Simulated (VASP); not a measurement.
Y3Cl: single point with PBE

Crystal: Y3Cl.

```
Y Cl
1.0
     4.88978    0.00000    0.00000
     0.00000    4.88978    0.00000
     0.00000    0.00000    4.88978
Y Cl
3 1
Direct
  0.00000 0.50000 0.50000
  0.50000 0.00000 0.50000
  0.50000 0.50000 0.00000
  0.00000 0.00000 0.00000
```

| Property | Result |
| --- | --- |
| Program | VASP 6.6.1 |
| Task | single point |
| Functional | PBE |
| Potentials or basis | VASP PAW PBE potentials, release 64 (Y_sv, Cl) |
| Cutoff | 520 eV |
| k mesh | 4 × 4 × 4 |
| Occupations | gaussian, width 0.1 eV |
| Spin | no spin polarisation |

```yaml
Pressure: 0.1 GPa
Band_gap_on_the_k_mesh: zero (band 20 reaches 4.15 eV, above the bottom of band 21 at 3.22 eV)
```

Levels at points of the mesh, in eV from the Fermi level:
| k point | band 15 | band 16 | band 17 | band 18 | band 19 | band 20 | band 21 | band 22 | band 23 | band 24 |
| --- | --- | --- | --- | --- | --- | --- | --- | --- | --- | --- |
| (0.00, 0.00, 0.00) | -5.13 | -5.13 | -3.90 | -1.28 | -1.28 | -1.20 | -0.67 | -0.67 | -0.67 | 2.64 |
| (0.50, 0.00, 0.00) | -5.28 | -5.28 | -2.11 | -1.07 | -0.18 | 0.04 | 0.18 | 0.90 | 0.90 | 1.19 |
| (0.50, 0.50, 0.00) | -5.71 | -5.39 | -1.20 | -0.35 | -0.35 | 0.16 | 0.84 | 1.08 | 1.08 | 1.15 |
| (0.50, 0.50, 0.50) | -5.39 | -5.39 | -1.72 | -1.72 | -1.72 | -0.10 | 0.89 | 1.31 | 1.31 | 1.31 |

It took 79 s on 1 thread of AMD EPYC 7R13, with other jobs on the host, peak memory 0.19 GiB.
